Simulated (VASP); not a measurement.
# InAgTe2 (I-42d) in VASP: single point with PBE

Aim: the single point of InAgTe2 with PBE.

Program: VASP 6.6.1. These are calculated values, not measurements. Logs are shortened: lines on timing, memory, paths and dates and some standing lists are left out, and cuts for length are marked.

**1. The cell of the first run**

It takes space group I-42d (No. 122, tetragonal). The conventional cell has a = 6.514 Å, b = 6.514 Å, c = 12.851 Å, α = 90.00°, β = 90.00°, γ = 90.00°. Ag (site symmetry -4) has 4 Te at 2.80 Å within 3.7 Å. Te (site symmetry 2) has 2 Ag at 2.80 Å and 2 In at 2.82 Å within 3.7 Å. Within 3.7 Å of In (site symmetry -4) lie 4 Te at 2.82 Å.

**2. Single point, PBE**

Input file INCAR:

```
SYSTEM = InAgTe2
  ALGO = Normal
  EDIFF = 1E-6
  ENCUT = 500
  GGA = PE
  GGA_COMPAT = .FALSE.
  ISIF = 2
  ISMEAR = -1
  LASPH = .TRUE.
  LCHARG = .TRUE.
  LELF = .TRUE.
  LREAL = .FALSE.
  LVHAR = .TRUE.
  LWAVE = .FALSE.
  NBANDS = 46
  NELM = 120
  PREC = Accurate
  SIGMA = 0.02
```

Input file KPOINTS:

```
k-points
0
G
  6 6 6
  0 0 0
```

Input file POSCAR:

```
InAgTe2
1.0
   -3.2572129473      3.2572129473      6.4257052351
    3.2572129473     -3.2572129473      6.4257052351
    3.2572129473      3.2572129473     -6.4257052351
Ag Te In
2 4 2
Direct
    0.0000000000      0.0000000000      0.0000000000
    0.7500000000      0.2500000000      0.5000000000
    0.3750000000      0.3719465341      0.4969465341
    0.1219465341      0.6250000000     -0.0030534659
    0.8750000000      0.8780534659      0.5030534659
    0.6280534659      0.1250000000      0.0030534659
    0.5000000000      0.5000000000      0.0000000000
    0.2500000000      0.7500000000      0.5000000000
```

Potentials or basis: VASP PAW PBE potentials, release 64 (Ag, Te, In_d).

Started as:

```
> cat potpaw_PBE.64/Ag/POTCAR potpaw_PBE.64/Te/POTCAR potpaw_PBE.64/In_d/POTCAR > POTCAR
> mpirun -np 1 vasp_std > vasp.out
```

OUTCAR:

```text
SYSTEM = InAgTe2
   EDIFF = 1E-6
   ENCUT = 500
   GGA = PE
   ISIF = 2
   ISMEAR = -1
   LASPH = .TRUE.
   LREAL = .FALSE.
   NELM = 120
   PREC = Accurate

 ion  position               nearest neighbor table
   1  0.000  0.000  0.000-   3 2.80   4 2.80   6 2.80   5 2.80
   2  0.750  0.250  0.500-   3 2.80   4 2.80   5 2.80   6 2.80
   3  0.375  0.372  0.497-   1 2.80   2 2.80   7 2.82   8 2.82
   4  0.122  0.625  0.997-   1 2.80   2 2.80   8 2.82   7 2.82
   5  0.875  0.878  0.503-   2 2.80   1 2.80   8 2.82   7 2.82
   6  0.628  0.125  0.003-   1 2.80   2 2.80   7 2.82   8 2.82
   7  0.500  0.500  0.000-   6 2.82   4 2.82   5 2.82   3 2.82
   8  0.250  0.750  0.500-   5 2.82   3 2.82   6 2.82   4 2.82

  LATTYP: Found a body centered tetragonal cell.
 ALAT       =     6.5144258946
 C/A-ratio  =     1.9727617872

  Lattice vectors:

 A1 = (  -3.2572129473,   3.2572129473,   6.4257052351)
 A2 = (   3.2572129473,  -3.2572129473,   6.4257052351)
 A3 = (   3.2572129473,   3.2572129473,  -6.4257052351)

Analysis of symmetry for initial positions (statically):
=====================================================================
 Subroutine PRICEL returns:
 Original cell was already a primitive cell.

 Routine SETGRP: Setting up the symmetry group for a
 body centered tetragonal supercell.

 Subroutine GETGRP returns: Found  8 space group operations
 (whereof  4 operations were pure point group operations)
 out of a pool of 16 trial point group operations.

The static configuration has the point symmetry S_4 .
 The point group associated with its full space group is D_2d.

Analysis of symmetry for dynamics (positions and initial velocities):
=====================================================================
 Subroutine PRICEL returns:
 Original cell was already a primitive cell.

 Routine SETGRP: Setting up the symmetry group for a
 body centered tetragonal supercell.

 Subroutine GETGRP returns: Found  8 space group operations
 (whereof  4 operations were pure point group operations)
 out of a pool of 16 trial point group operations.

The dynamic configuration has the point symmetry S_4 .
 The point group associated with its full space group is D_2d.

 Subroutine INISYM returns: Found  8 space group operations
 (whereof  4 operations are pure point group operations),
 and found     1 'primitive' translations

----------------------------------------------------------------------------------------

                                     Primitive cell

  volume of cell :     272.6924

  direct lattice vectors                    reciprocal lattice vectors
    -3.257212947  3.257212947  6.425705235     0.000000000  0.153505469  0.077812471
     3.257212947 -3.257212947  6.425705235     0.153505469  0.000000000  0.077812471
     3.257212947  3.257212947 -6.425705235     0.153505469  0.153505469  0.000000000

  length of vectors
     7.906235522  7.906235522  7.906235522     0.172100870  0.172100870  0.217089516

  position of ions in fractional coordinates (direct lattice)
     0.000000000  0.000000000  0.000000000
     0.750000000  0.250000000  0.500000000
     0.375000000  0.371946534  0.496946534
     0.121946534  0.625000000  0.996946534
     0.875000000  0.878053466  0.503053466
     0.628053466  0.125000000  0.003053466
     0.500000000  0.500000000  0.000000000
     0.250000000  0.750000000  0.500000000

  ion indices of the primitive-cell ions
   primitive index   ion index
                 1           1
                 2           2
                 3           3
                 4           4
                 5           5
                 6           6
                 7           7
                 8           8

----------------------------------------------------------------------------------------

 KPOINTS: k-points

Automatic generation of k-mesh.
 Grid dimensions read from file:
 generate k-points for:    6    6    6

 Generating k-lattice:

  Cartesian coordinates                     Fractional coordinates (reciprocal lattice)
     0.000000000  0.025584245  0.012968745     0.166666667  0.000000000 -0.000000000
     0.025584245  0.000000000  0.012968745     0.000000000  0.166666667 -0.000000000
     0.025584245  0.025584245  0.000000000     0.000000000  0.000000000  0.166666667

  Length of vectors
     0.028683478  0.028683478  0.036181586

  Shift w.r.t. Gamma in fractional coordinates (k-lattice)
     0.000000000  0.000000000  0.000000000

 Subroutine IBZKPT returns following result:
 ===========================================

 Found     30 irreducible k-points:

 Following reciprocal coordinates:
            Coordinates               Weight
  0.000000  0.000000  0.000000      1.000000
  0.166667 -0.000000  0.000000      8.000000
  0.333333 -0.000000  0.000000      8.000000
  0.500000 -0.000000  0.000000      4.000000
  0.166667  0.166667  0.000000      8.000000
  0.333333  0.166667  0.000000     16.000000
[... 16 lines left out ...]
 -0.333333 -0.333333  0.166667      8.000000
 -0.166667 -0.333333  0.166667      8.000000
 [... further k-points ...]
   k-points           NKPTS =     30   k-points in BZ     NKDIM =     30   number of bands    NBANDS=     46
   number of dos      NEDOS =    301   number of ions     NIONS =      8
   total plane-waves  NPLWV = 216000
   dimension x,y,z NGX =    60 NGY =   60 NGZ =   60
   dimension x,y,z NGXF=   120 NGYF=  120 NGZF=  120
   ions per type =               2   4   2
   NGX,Y,Z   is equivalent  to a cutoff of  12.62, 12.62, 12.62 a.u.
   NGXF,Y,Z  is equivalent  to a cutoff of  25.23, 25.23, 25.23 a.u.
 SYSTEM =  InAgTe2
   PREC   = accura    normal or accurate (medium, high low for compatibility)
   ISTART =      0    job   : 0-new  1-cont  2-samecut
   ICHARG =      2    charge: 1-file 2-atom 10-const
   ISPIN  =      1    spin polarized calculation?
   LNONCOLLINEAR =      F non collinear calculations
   LSORBIT =      F    spin-orbit coupling
   LASPH  =      T    aspherical Exc in radial PAW
   ENCUT  =  500.0 eV  36.75 Ry    6.06 a.u.  14.41 14.41 14.41*2*pi/ulx,y,z
   NELM   =    120;   NELMIN=  2; NELMDL= -5     # of ELM steps
   EDIFF  = 0.1E-05   stopping-criterion for ELM
   LREAL  =      F    real-space projection
   EDIFFG = 0.1E-04   stopping-criterion for IOM
   NSW    =      0    number of steps for IOM
   IBRION =     -1    ionic relax: 0-MD 1-quasi-New 2-CG
   NFREE  =      0    steps in history (QN), initial steepest desc. (CG)
   ISIF   =      2    stress and relaxation
   ISYM   =      2    0-nonsym 1-usesym 2-fastsym
   POTIM  = 0.5000    time-step for ionic-motion
   TEBEG  =    0.0;   TEEND  =   0.0 temperature during run
   PSTRESS=    0.0 pullay stress
   NELECT =      72.0000    total number of electrons
   NUPDOWN=      -1.0000    fix difference up-down
   EMIN   =  10.00;   EMAX   =-10.00  energy-range for DOS
   EFERMI =   0.00;   METHOD = LEGACY
   ISMEAR =    -1;   SIGMA  =   0.02  broadening in eV -4-tet -1-fermi 0-gaus
   EFERMI_NEDOS =   21; number of points for ismear=-14 and -15
   IALGO  =     38    algorithm
   IMIX   =      4    mixing-type and parameters
     AMIX     =   0.40;   BMIX     =  1.00
     AMIX_MAG =   1.60;   BMIX_MAG =  1.00
  volume/ion in A,a.u.               =      34.09       230.03
  Fermi-wavevector in a.u.,A,eV,Ry     =   1.050255  1.984694 15.007701  1.103035
  Thomas-Fermi vector in A             =   2.185250
   LORBIT       =      0    0 simple, 1 ext, 2 COOP (PROOUT), +10 PAW based schemes
   GGA     = PE    functional components
   LHFCALC =     F    Hartree Fock is set to
   AEXX    =    0.0000 exact exchange contribution
   IVDW    =     0    specifies the selected vdW correction
   LEPSILON=     F    determine dielectric tensor
   LRPA    =     F    only Hartree local field effects (RPA)
 non-spin polarized calculation
  energy-cutoff  :      500.00
  volume of cell :      272.69
 maximum number of plane-waves:      6955
 NGX is ok and might be reduce to    60
   NGX = 29   NGY = 29   NGZ = 29

 number of electron      72.0000018 magnetization

 Free energy of the ion-electron system (eV)
  ---------------------------------------------------
  ext. energy  EPLUGINS =         0.00000000
  ---------------------------------------------------
  free energy    TOTEN  =       -25.43109873 eV

  energy without entropy =      -25.43105517  energy(sigma->0) =      -25.43107695

 E-fermi :   4.3497     XC(G=0):  -8.6013

 val. band max:        4.2748252603   @ k =   0.0000   0.0000   0.0000
 cond. band min:       4.4235560044   @ k =   0.0000   0.0000   0.0000
 fundamental gap:      0.1487307441
 Fermi energy:         4.3496706683

 k-point     1 :       0.0000    0.0000    0.0000
  band No.  band energies     occupation
      1     -10.4881      2.00000
      2     -10.4841      2.00000
      3     -10.4841      2.00000
      4     -10.4226      2.00000
      5     -10.4081      2.00000
      6     -10.4081      2.00000
[... 38 lines left out ...]
     45       8.6882      0.00000
     46       8.6882      0.00000

 k-point     2 :       0.1667   -0.0000    0.0000
  band No.  band energies     occupation
      1     -10.4881      2.00000
      2     -10.4846      2.00000
      3     -10.4818      2.00000
      4     -10.4236      2.00000
      5     -10.4114      2.00000
      6     -10.4073      2.00000
[... 38 lines left out ...]
     45       8.6261      0.00000
     46       8.9280      0.00000

 k-point     3 :       0.3333   -0.0000    0.0000
  band No.  band energies     occupation
      1     -10.4883      2.00000
      2     -10.4860      2.00000
      3     -10.4750      2.00000
      4     -10.4272      2.00000
      5     -10.4173      2.00000
      6     -10.4059      2.00000
[... 1018 lines left out ...]
     45       9.1012      0.00000
     46       9.2016      0.00000

 k-point    24 :      -0.1667   -0.3333    0.1667
  band No.  band energies     occupation
      1     -10.4869      2.00000
      2     -10.4867      2.00000
      3     -10.4773      2.00000
      4     -10.4327      2.00000
      5     -10.4083      2.00000
      6     -10.4052      2.00000
[... 38 lines left out ...]
     45       8.7307      0.00000
     46       9.0028      0.00000

 [... further k-points ...]

------------------------ aborting loop because EDIFF is reached ----------------------------------------

  FORCE on cell =-STRESS in cart. coord.  units (eV):
  Direction    XX          YY          ZZ          XY          YZ          ZX
  --------------------------------------------------------------------------------------
  -------------------------------------------------------------------------------------
  Total        1.9730268      1.9730268      1.9377015      0.0000000      0.0000000      0.0000000
  in kB       11.5923231     11.5923231     11.3847726      0.0000000      0.0000000      0.0000000
  external PRESSURE =      11.5231396 kB  Pullay stress =       0.0000000 kB

 VOLUME and BASIS-vectors are now :
 -----------------------------------------------------------------------------
  energy-cutoff  :      500.00
  volume of cell :      272.69
      direct lattice vectors                 reciprocal lattice vectors
    -3.257212947  3.257212947  6.425705235     0.000000000  0.153505469  0.077812471
     3.257212947 -3.257212947  6.425705235     0.153505469  0.000000000  0.077812471
     3.257212947  3.257212947 -6.425705235     0.153505469  0.153505469  0.000000000

 POSITION                                       TOTAL-FORCE (eV/Angst)
 -----------------------------------------------------------------------------------
      0.00000      0.00000      0.00000         0.000000      0.000000     -0.000000
      0.00000      3.25721      3.21285         0.000000      0.000000     -0.000000
      1.60871      1.62861      1.60643        -0.149453     -0.000000     -0.000000
      4.88582      1.60871     -1.60643         0.000000     -0.149453     -0.000000
      1.64850      1.62861      8.03213         0.149453      0.000000      0.000000
     -1.62861      1.64850      4.81928         0.000000      0.149453      0.000000
      0.00000      0.00000      6.42571         0.000000      0.000000      0.000000
      3.25721      0.00000      3.21285         0.000000     -0.000000      0.000000
 -----------------------------------------------------------------------------------
    total drift:                               -0.000001     -0.000001     -0.000001

  FREE ENERGIE OF THE ION-ELECTRON SYSTEM (eV)
  ---------------------------------------------------
  free  energy   TOTEN  =       -25.4310987254 eV

  energy  without entropy=      -25.4310551694  energy(sigma->0) =      -25.43107695
```

Run time: 9.5 min. Hardware: 1 thread of Intel Xeon Platinum 8175M at 2.50GHz (Skylake/Cascade Lake), shared host; peak memory 0.66 GiB.

What came out:

```
Free energy            : -25.4311 eV
Pressure               : 1.2 GPa
Largest force          : 0.149 eV/Å
Band gap on the k mesh : 0.15 eV
```

Forces in eV/Å, atoms in the order of the input:
```
Ag   0.000  0.000  0.000
Ag   0.000  0.000  0.000
Te  -0.149  0.000  0.000
Te   0.000 -0.149  0.000
Te   0.149  0.000  0.000
Te   0.000  0.149  0.000
In   0.000  0.000  0.000
In   0.000  0.000  0.000
```

Levels at points of the mesh, in eV from the valence-band top:
```
           k point  band 32  band 33  band 34  band 35  band 36  band 37  band 38  band 39  band 40  band 41
(0.00, 0.00, 0.00)    -1.86    -1.86    -0.09    -0.09     0.00     0.15     1.97     2.13     3.50     3.50
(0.50, 0.00, 0.00)    -1.78    -1.59    -1.22    -1.18    -0.59     1.77     2.14     2.97     3.55     3.76
(0.50, 0.50, 0.00)    -1.33    -0.89    -0.89    -0.52    -0.52     0.98     0.98     2.89     2.89     4.18
(0.50, 0.50, 0.50)    -1.77    -1.26    -1.26    -0.94    -0.94     1.59     1.59     2.13     2.13     2.81
```

Caveat: spin-orbit coupling is left out, which moves the levels of the heavy elements.
